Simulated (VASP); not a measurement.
# HfN (F-43m) in VASP: settings compared

HfN is run at these levels: revPBE, BLYP, r2SCAN, PBEsol; tasks: relaxation of cell and atoms, single point.

Everything below comes from runs of VASP 6.6.1. Logs are shortened: lines on timing, memory, paths and dates and some standing lists are left out, and cuts for length are marked.

## (1) The cell of the first run

Symmetry: F-43m, No. 216, cubic system. The conventional cell has a = 4.910 Å, b = 4.910 Å, c = 4.910 Å, α = 90.00°, β = 90.00°, γ = 90.00°. Within 2.8 Å of Hf (site symmetry -43m) lie 4 N at 2.13 Å. Within 2.8 Å of N (site symmetry -43m) lie 4 Hf at 2.13 Å.

## (2) Relaxation of cell and atoms, revPBE

INCAR reads:

```
PREC = Accurate
ENCUT = 600
EDIFF = 1E-6
ISMEAR = -1
SIGMA = 0.05
LREAL = False
LASPH = True
NELM = 80
ALGO = Normal
ISIF = 3
LWAVE = False
LCHARG = False
GGA = RE
IBRION = 2
NSW = 60
EDIFFG = -0.01
```

KPOINTS reads:

```
regular mesh
0
Gamma
  9 9 9
```

POSCAR reads:

```
HfN
1.0
    0.0000000000      2.4548220000      2.4548220000
    2.4548220000      0.0000000000      2.4548220000
    2.4548220000      2.4548220000      0.0000000000
Hf N
1 1
Direct
    0.0000000000      0.0000000000      0.0000000000
    0.2500000000      0.2500000000      0.2500000000
```

Potentials or basis: VASP PAW PBE potentials, release 64 (Hf_pv, N).

The run is started by

```console
$ cat potpaw_PBE.64/Hf_pv/POTCAR potpaw_PBE.64/N/POTCAR > POTCAR
$ mpirun -np 1 vasp_std > vasp.out
```

OUTCAR:

```text
PREC = Accurate
   ENCUT = 600
   EDIFF = 1E-6
   ISMEAR = -1
   LREAL = False
   LASPH = True
   NELM = 80
   ISIF = 3
   GGA = RE
   IBRION = 2
   NSW = 60
   EDIFFG = -0.01

 ion  position               nearest neighbor table
   1  0.000  0.000  0.000-   2 2.13   2 2.13   2 2.13   2 2.13
   2  0.250  0.250  0.250-   1 2.13   1 2.13   1 2.13   1 2.13

  LATTYP: Found a face centered cubic cell.
 ALAT       =     4.9096440000

  Lattice vectors:

 A1 = (   0.0000000000,   2.4548220000,   2.4548220000)
 A2 = (   2.4548220000,   0.0000000000,   2.4548220000)
 A3 = (   2.4548220000,   2.4548220000,   0.0000000000)

Analysis of symmetry for initial positions (statically):
=====================================================================
 Subroutine PRICEL returns:
 Original cell was already a primitive cell.

 Routine SETGRP: Setting up the symmetry group for a
 face centered cubic supercell.

 Subroutine GETGRP returns: Found 24 space group operations
 (whereof 24 operations were pure point group operations)
 out of a pool of 48 trial point group operations.

The static configuration has the point symmetry T_d .

Analysis of symmetry for dynamics (positions and initial velocities):
=====================================================================
 Subroutine PRICEL returns:
 Original cell was already a primitive cell.

 Routine SETGRP: Setting up the symmetry group for a
 face centered cubic supercell.

 Subroutine GETGRP returns: Found 24 space group operations
 (whereof 24 operations were pure point group operations)
 out of a pool of 48 trial point group operations.

The dynamic configuration has the point symmetry T_d .

 Subroutine INISYM returns: Found 24 space group operations
 (whereof 24 operations are pure point group operations),
 and found     1 'primitive' translations

----------------------------------------------------------------------------------------

                                     Primitive cell

  volume of cell :      29.5863

  direct lattice vectors                    reciprocal lattice vectors
     0.000000000  2.454822000  2.454822000    -0.203680756  0.203680756  0.203680756
     2.454822000  0.000000000  2.454822000     0.203680756 -0.203680756  0.203680756
     2.454822000  2.454822000  0.000000000     0.203680756  0.203680756 -0.203680756

  length of vectors
     3.471642566  3.471642566  3.471642566     0.352785417  0.352785417  0.352785417

  position of ions in fractional coordinates (direct lattice)
     0.000000000  0.000000000  0.000000000
     0.250000000  0.250000000  0.250000000

  ion indices of the primitive-cell ions
   primitive index   ion index
                 1           1
                 2           2

----------------------------------------------------------------------------------------

 KPOINTS: regular mesh

Automatic generation of k-mesh.
 Grid dimensions read from file:
 generate k-points for:    9    9    9

 Generating k-lattice:

  Cartesian coordinates                     Fractional coordinates (reciprocal lattice)
    -0.022631195  0.022631195  0.022631195     0.111111111  0.000000000  0.000000000
     0.022631195 -0.022631195  0.022631195     0.000000000  0.111111111  0.000000000
     0.022631195  0.022631195 -0.022631195     0.000000000  0.000000000  0.111111111

  Length of vectors
     0.039198380  0.039198380  0.039198380

  Shift w.r.t. Gamma in fractional coordinates (k-lattice)
     0.000000000  0.000000000  0.000000000

 Subroutine IBZKPT returns following result:
 ===========================================

 Found     35 irreducible k-points:

 Following reciprocal coordinates:
            Coordinates               Weight
  0.000000  0.000000  0.000000      1.000000
  0.111111  0.000000  0.000000      8.000000
  0.222222  0.000000  0.000000      8.000000
  0.333333  0.000000  0.000000      8.000000
  0.444444  0.000000  0.000000      8.000000
  0.111111  0.111111  0.000000      6.000000
[... 16 lines left out ...]
 -0.333333  0.333333  0.000000     12.000000
  0.444444  0.444444  0.000000      6.000000
 [... further k-points ...]
   k-points           NKPTS =     35   k-points in BZ     NKDIM =     35   number of bands    NBANDS=     11
   number of dos      NEDOS =    301   number of ions     NIONS =      2
   total plane-waves  NPLWV =  21952
   dimension x,y,z NGX =    28 NGY =   28 NGZ =   28
   dimension x,y,z NGXF=    56 NGYF=   56 NGZF=   56
   ions per type =               1   1
   NGX,Y,Z   is equivalent  to a cutoff of  13.41, 13.41, 13.41 a.u.
   NGXF,Y,Z  is equivalent  to a cutoff of  26.82, 26.82, 26.82 a.u.
 SYSTEM =  unknown system
   PREC   = accura    normal or accurate (medium, high low for compatibility)
   ISTART =      0    job   : 0-new  1-cont  2-samecut
   ICHARG =      2    charge: 1-file 2-atom 10-const
   ISPIN  =      1    spin polarized calculation?
   LNONCOLLINEAR =      F non collinear calculations
   LSORBIT =      F    spin-orbit coupling
   LASPH  =      T    aspherical Exc in radial PAW
   ENCUT  =  600.0 eV  44.10 Ry    6.64 a.u.   6.93  6.93  6.93*2*pi/ulx,y,z
   NELM   =     80;   NELMIN=  2; NELMDL= -5     # of ELM steps
   EDIFF  = 0.1E-05   stopping-criterion for ELM
   LREAL  =      F    real-space projection
   EDIFFG = -.1E-01   stopping-criterion for IOM
   NSW    =     60    number of steps for IOM
   IBRION =      2    ionic relax: 0-MD 1-quasi-New 2-CG
   NFREE  =      1    steps in history (QN), initial steepest desc. (CG)
   ISIF   =      3    stress and relaxation
   ISYM   =      2    0-nonsym 1-usesym 2-fastsym
   POTIM  = 0.5000    time-step for ionic-motion
   TEBEG  =    0.0;   TEEND  =   0.0 temperature during run
   PSTRESS=    0.0 pullay stress
   NELECT =      15.0000    total number of electrons
   NUPDOWN=      -1.0000    fix difference up-down
   EMIN   =  10.00;   EMAX   =-10.00  energy-range for DOS
   EFERMI =   0.00;   METHOD = LEGACY
   ISMEAR =    -1;   SIGMA  =   0.05  broadening in eV -4-tet -1-fermi 0-gaus
   EFERMI_NEDOS =   21; number of points for ismear=-14 and -15
   IALGO  =     38    algorithm
   IMIX   =      4    mixing-type and parameters
     AMIX     =   0.40;   BMIX     =  1.00
     AMIX_MAG =   1.60;   BMIX_MAG =  1.00
  volume/ion in A,a.u.               =      14.79        99.83
  Fermi-wavevector in a.u.,A,eV,Ry     =   1.305395  2.466839 23.185087  1.704056
  Thomas-Fermi vector in A             =   2.436267
   LORBIT       =      0    0 simple, 1 ext, 2 COOP (PROOUT), +10 PAW based schemes
   GGA     = RE    functional components
   LHFCALC =     F    Hartree Fock is set to
   AEXX    =    0.0000 exact exchange contribution
   IVDW    =     0    specifies the selected vdW correction
   LEPSILON=     F    determine dielectric tensor
   LRPA    =     F    only Hartree local field effects (RPA)
 conjugate gradient relaxation of ions
 non-spin polarized calculation
  energy-cutoff  :      600.00
  volume of cell :       29.59
 maximum number of plane-waves:      1002
   NGX = 13   NGY = 13   NGZ = 13

--------------------------------------- Ionic step        1  -------------------------------------------

 number of electron      15.0000001 magnetization

 Free energy of the ion-electron system (eV)
  ---------------------------------------------------
  ext. energy  EPLUGINS =         0.00000000
  ---------------------------------------------------
  free energy    TOTEN  =       -20.47817616 eV

  energy without entropy =      -20.47233317  energy(sigma->0) =      -20.47525467

------------------------ aborting loop because EDIFF is reached ----------------------------------------

  FORCE on cell =-STRESS in cart. coord.  units (eV):
  Direction    XX          YY          ZZ          XY          YZ          ZX
  --------------------------------------------------------------------------------------
  -------------------------------------------------------------------------------------
  Total        0.3992754      0.3992754      0.3992754     -0.0000000      0.0000000     -0.0000000
  in kB       21.6218621     21.6218621     21.6218621     -0.0000000      0.0000000     -0.0000000
  external PRESSURE =      21.6218621 kB  Pullay stress =       0.0000000 kB
[... 57 lines left out ...]
  energy  without entropy=      -20.4688669233  energy(sigma->0) =      -20.47197045

--------------------------------------- Ionic step        3  -------------------------------------------

 number of electron      15.0000000 magnetization

 Free energy of the ion-electron system (eV)
  ---------------------------------------------------
  ext. energy  EPLUGINS =         0.00000000
  ---------------------------------------------------
  free energy    TOTEN  =       -20.48039475 eV

  energy without entropy =      -20.47443031  energy(sigma->0) =      -20.47741253

 E-fermi :   5.7695     XC(G=0): -11.0914

 val. band max:        5.7578814761   @ k =  -0.2222   0.3333   0.1111
 cond. band min:       5.8530840435   @ k =   0.1111   0.1111   0.0000
 fundamental gap:      0.0952025675
 Fermi energy:         5.7695130664

 k-point     1 :       0.0000    0.0000    0.0000
  band No.  band energies     occupation
      1     -25.4246      2.00000
      2     -25.4246      2.00000
      3     -25.4246      2.00000
      4     -10.3927      2.00000
      5       0.3678      2.00000
      6       0.3678      2.00000
      7       0.3678      2.00000
      8       5.0135      2.00000
      9       8.0277      0.00000
     10       8.0277      0.00000
     11      12.2961      0.00000
[... 309 lines left out ...]
 k-point    24 :       0.4444    0.4444    0.0000
  band No.  band energies     occupation
      1     -25.8540      2.00000
      2     -25.5701      2.00000
      3     -25.5701      2.00000
      4      -9.0321      2.00000
      5      -1.0384      2.00000
      6       2.0898      2.00000
      7       2.0898      2.00000
      8       4.6480      2.00000
      9       8.1523      0.00000
     10       9.7238      0.00000
     11      10.5113      0.00000

 [... further k-points ...]
[... 5 lines left out ...]
  --------------------------------------------------------------------------------------
  -------------------------------------------------------------------------------------
  Total       -0.0016480     -0.0016480     -0.0016480      0.0000000      0.0000000      0.0000000
  in kB       -0.0882483     -0.0882483     -0.0882483      0.0000000      0.0000000      0.0000000
  external PRESSURE =      -0.0882483 kB  Pullay stress =       0.0000000 kB
[... 17 lines left out ...]
  FREE ENERGIE OF THE ION-ELECTRON SYSTEM (eV)
  ---------------------------------------------------
  free  energy   TOTEN  =       -20.4803947537 eV

  energy  without entropy=      -20.4744303146  energy(sigma->0) =      -20.47741253

 reached required accuracy - stopping structural energy minimisation
```

Run time: 14 s. Hardware: 1 thread of Intel Xeon 6975P-C (Granite Rapids), shared host; peak memory 0.17 GiB.

Results:

| Item | Value |
| --- | --- |
| Free energy | -20.4804 eV |
| Relaxed volume | 14.96 Å³/atom |
| Relaxed cell | a = 3.485 Å, b = 3.485 Å, c = 3.485 Å, α = 60.00°, β = 60.00°, γ = 60.00° |
| Space group after relaxing (to 0.05 Å) | F-43m (No. 216) |
| Energy gained by relaxing | 1.1 meV/atom |
| Ionic steps | 3 |
| Pressure after relaxing | 0.0 GPa |

The path:
```
step  energy change (eV)  largest force (eV/Å)  pressure (GPa)  volume (Å³)
   1              0.0000                0.0000            2.16        29.59
   2              0.0031                0.0000           -3.16        30.45
   3             -0.0022                0.0000           -0.01        29.92
```

Final structure:
```cif
data_structure
_symmetry_space_group_name_H-M 'P 1'
_symmetry_Int_Tables_number 1
_cell_length_a 3.4847
_cell_length_b 3.4847
_cell_length_c 3.4847
_cell_angle_alpha 60.000
_cell_angle_beta 60.000
_cell_angle_gamma 60.000
_cell_volume 29.92
loop_
_atom_site_label
_atom_site_type_symbol
_atom_site_fract_x
_atom_site_fract_y
_atom_site_fract_z
_atom_site_occupancy
Hf1 Hf 0.00000 0.00000 0.00000 1
N1 N 0.25000 0.25000 0.25000 1
```

Caveat: the PAW data sets were made with another functional, which shifts forces and pressure a little; spin-orbit coupling is left out, which moves the levels of the heavy elements.

## (3) Relaxation of cell and atoms, BLYP

INCAR reads:

```
PREC = Accurate
ENCUT = 600
EDIFF = 1E-7
ISMEAR = -1
SIGMA = 0.05
LREAL = F
LASPH = T
NELM = 60
ALGO = Normal
ISIF = 3
LWAVE = F
LCHARG = F
GGA = B5
ALDAX = 1.0
AGGAX = 1.0
AGGAC = 1.0
ALDAC = 0.0
IBRION = 2
NSW = 60
EDIFFG = -0.01
```

KPOINTS is that of step 2.

POSCAR is that of step 2.

Potentials or basis: VASP PAW PBE potentials, release 64 (Hf_pv, N).

The run is started by

```console
$ cat potpaw_PBE.64/Hf_pv/POTCAR potpaw_PBE.64/N/POTCAR > POTCAR
$ mpirun -np 1 vasp_std > vasp.out
```

It took 28 s on 1 thread of Intel Xeon 6975P-C (Granite Rapids), shared host; peak memory 0.17 GiB.

The run converged. Its results:

| Property | Result |
| --- | --- |
| Free energy | -19.7711 eV |
| Relaxed volume | 15.23 Å³/atom |
| Relaxed cell | a = 3.505 Å, b = 3.505 Å, c = 3.505 Å, α = 60.00°, β = 60.00°, γ = 60.00° |
| Space group after relaxing (to 0.05 Å) | F-43m (No. 216) |
| Energy gained by relaxing | 7.2 meV/atom |
| Ionic steps | 3 |
| Pressure after relaxing | -0.1 GPa |

Step by step:
| step | energy change (eV) | largest force (eV/Å) | pressure (GPa) | volume (Å³) |
| --- | --- | --- | --- | --- |
| 1 | 0.0000 | 0.0000 | 5.50 | 29.59 |
| 2 | 0.0180 | 0.0000 | -7.29 | 31.82 |
| 3 | -0.0144 | 0.0000 | -0.06 | 30.46 |

Final structure:
```xyz
2
Lattice="0.0000 2.4786 2.4786 2.4786 0.0000 2.4786 2.4786 2.4786 0.0000" Properties=species:S:1:pos:R:3 pbc="T T T"
Hf    0.0000    0.0000    0.0000
N     1.2393    1.2393    1.2393
```

Levels at points of the mesh, in eV from the Fermi level:
| k point | band 6 | band 7 | band 8 | band 9 | band 10 | band 11 |
| --- | --- | --- | --- | --- | --- | --- |
| (0.00, 0.00, 0.00) | -5.37 | -5.37 | -0.64 | 2.06 | 2.06 | 6.29 |

Caveat: the PAW data sets were made with another functional, which shifts forces and pressure a little; spin-orbit coupling is left out, which moves the levels of the heavy elements.

## (4) Relaxation of cell and atoms, r2SCAN

POSCAR is that of step 3.

INCAR.step1 reads:

```
SYSTEM = HfN
PREC = Accurate
ENCUT = 600
ISMEAR = -1
SIGMA = 0.05
LREAL = .FALSE.
LASPH = .TRUE.
NELM = 80
GGA = PE
ALGO = Normal
EDIFF = 1E-4
LWAVE = .TRUE.
LCHARG = .FALSE.
```

INCAR.step2 reads:

```
SYSTEM = HfN
PREC = Accurate
ENCUT = 600
EDIFF = 1E-7
ISMEAR = -1
SIGMA = 0.05
LREAL = .FALSE.
LASPH = .TRUE.
NELM = 80
ALGO = Normal
ISIF = 3
LWAVE = .FALSE.
LCHARG = .FALSE.
METAGGA = R2SCAN
LMIXTAU = .TRUE.
IBRION = 2
NSW = 60
EDIFFG = -0.01
ISTART = 1
```

KPOINTS reads:

```
regular mesh
0
G
  9 9 9
  0 0 0
```

The run is started by

```console
$ cat potpaw_PBE.64/Hf_pv/POTCAR potpaw_PBE.64/N/POTCAR > POTCAR
$ cp INCAR.step1 INCAR
$ mpirun -np 1 vasp_std > vasp.out
$ cp INCAR.step2 INCAR
$ mpirun -np 1 vasp_std > vasp.out
```

Wall time 69 s (1 thread of Intel Xeon 6975P-C (Granite Rapids), shared host); peak memory 0.18 GiB.

It converged, with:

- Free energy: -57.7176 eV
- Relaxed volume: 14.54 Å³/atom
- Relaxed cell: a = 3.452 Å, b = 3.452 Å, c = 3.452 Å, α = 60.00°, β = 60.00°, γ = 60.00°
- Space group after relaxing (to 0.05 Å): F-43m (No. 216)
- Energy gained by relaxing: 2.9 meV/atom
- Ionic steps: 3
- Pressure after relaxing: 0.0 GPa

Step by step:
| step | energy change (eV) | largest force (eV/Å) | pressure (GPa) | volume (Å³) |
| --- | --- | --- | --- | --- |
| 1 | 0.0000 | 0.0000 | -3.53 | 29.59 |
| 2 | 0.0116 | 0.0000 | 6.66 | 28.21 |
| 3 | -0.0058 | 0.0000 | -0.04 | 29.07 |

Final structure:
```
CELL_PARAMETERS angstrom
0.00000 2.44058 2.44058
2.44058 0.00000 2.44058
2.44058 2.44058 0.00000
ATOMIC_POSITIONS crystal
Hf 0.00000 0.00000 0.00000
N 0.25000 0.25000 0.25000
```

Levels at points of the mesh, in eV from the Fermi level:
```
           k point  band 4  band 5  band 6  band 7  band 8  band 9  band 10  band 11
(0.00, 0.00, 0.00)  -17.33   -5.89   -5.89   -5.89   -0.63    2.51     2.51     7.04
```

Caveat: the PAW data sets were made with another functional, which shifts forces and pressure a little; spin-orbit coupling is left out, which moves the levels of the heavy elements.

## (5) Single point, PBEsol, non-collinear spin, zero start, spin-orbit coupling

INCAR reads:

```
SYSTEM = HfN
ALGO     = Normal         ! electronic algorithm
EDIFF    = 1E-6           ! SCF threshold, eV
ENCUT    = 520            ! plane-wave cutoff, eV
GGA      = PS             ! functional
GGA_COMPAT= .False.      
ISIF     = 2              ! what is computed and relaxed
ISMEAR   = -1             ! smearing method
LASPH    = .True.         ! aspherical terms in the spheres
LCHARG   = .False.        ! write CHGCAR
LMAXMIX  = 4              ! l up to which the mixer works
LORBIT   = 11             ! projections on sites
LORBMOM  = .True.       
LREAL    = .False.        ! projectors in reciprocal space
LSORBIT  = .True.         ! spin-orbit coupling
LWAVE    = .False.        ! write WAVECAR
MAGMOM   = 0 0 0 0 0 0    ! initial moments
NBANDS   = 27             ! bands
NELM     = 150            ! most SCF steps
PREC     = Accurate       ! precision mode
SIGMA    = 0.05           ! smearing width, eV
```

KPOINTS reads:

```
k-points
0
Gamma
  9 9 9
  0 0 0
```

POSCAR is that of step 4.

The run is started by

```console
$ cat potpaw_PBE.64/Hf_pv/POTCAR potpaw_PBE.64/N/POTCAR > POTCAR
$ mpirun -np 1 vasp_ncl > vasp.out
```

Run time: 50 s. Hardware: 1 thread of Intel Xeon 6975P-C (Granite Rapids), shared host; peak memory 0.27 GiB.

Results (log left out):

```
Free energy                                           : -22.9123 eV
Pressure                                              : -5.9 GPa
Net moment                                            : 0.00 μB per cell
Valence electrons inside the program's atomic spheres : Hf 8.63; N 3.73
```

Moments on the atoms (μB; x, y, z):
```
Hf  0.00 0.00 0.00
N   0.00 0.00 0.00
```

Caveat: the PAW data sets were made with another functional, which shifts forces and pressure a little.

## (6) Summary

| task | level | spin | cell | cutoff (eV) | gap on the mesh (eV) | pressure (GPa) | relaxed volume (Å³/atom) |
| --- | --- | --- | --- | --- | --- | --- | --- |
| relaxation of cell and atoms | revPBE | off | relaxed | 600 | none | 0.0 | 14.96 |
| relaxation of cell and atoms | BLYP | off | relaxed | 600 | none | -0.1 | 15.23 |
| relaxation of cell and atoms | r2SCAN | off | relaxed | 600 | none | 0.0 | 14.54 |
| single point | PBEsol | non-collinear, zero start, SOC | as given | 520 | - | -5.9 | - |

Alike in all rows: potentials or basis VASP PAW PBE potentials, release 64 (Hf_pv, N); k mesh 9 × 9 × 9; smearing fermi-dirac 0.05 eV.

Caveats: the PAW data sets were made with another functional, which shifts forces and pressure a little; spin-orbit coupling is left out, which moves the levels of the heavy elements (some runs).

Absolute energies hang on the potentials; compare differences alone.
